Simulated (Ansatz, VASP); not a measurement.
**Two plane-wave programs on CuO**

```
Cu O
1.0
     3.28802    0.00000    0.00000
    -1.64401    2.84751    0.00000
     0.00000    0.00000    5.38502
Cu O
2 2
Direct
  0.66667 0.33333 0.00000
  0.33333 0.66667 0.50000
  0.66667 0.33333 0.62520
  0.33333 0.66667 0.12520
```

Alike in both runs: functional PBE; k mesh 9 × 9 × 5; occupations fermi-dirac, width 0.05 eV; no spin polarisation; Hubbard terms Cu d U = 3.0 eV.

|  | VASP | Ansatz |
| --- | --- | --- |
| version | VASP 6.6.1 | Ansatz 0.2.0 |
| potentials or method | VASP PAW PBE potentials, release 64 (Cu, O) | Ansatz PAW |
| plane-wave cutoff (eV) | 520 | 420 |
| valence electrons in the cell | 34 | 50 |
| task | single point | band structure |

|  | VASP | Ansatz | Ansatz less VASP |
| --- | --- | --- | --- |
| gap on the k mesh at the Fermi level (eV) | none | none | - |
| pressure (GPa) | -9.6 | -7.7 | +1.88 |
| traceless stress, the component that is largest in VASP (GPa) | 1.06 | 1.18 | +0.119 |
| rms of the force components (eV/Å) | 0.029 | 0.041 | +0.0118 |

The programs project onto different local orbitals, so the same U acts differently, and such runs can settle in different states. Atom by atom the forces differ by 0.012 eV/Å (rms over components). A gap of «none» marks a metal or a gap that the smearing closes. VASP's potentials hold 34 valence electrons a cell and Ansatz's 50, so a difference there can come from the potentials and not from the codes.
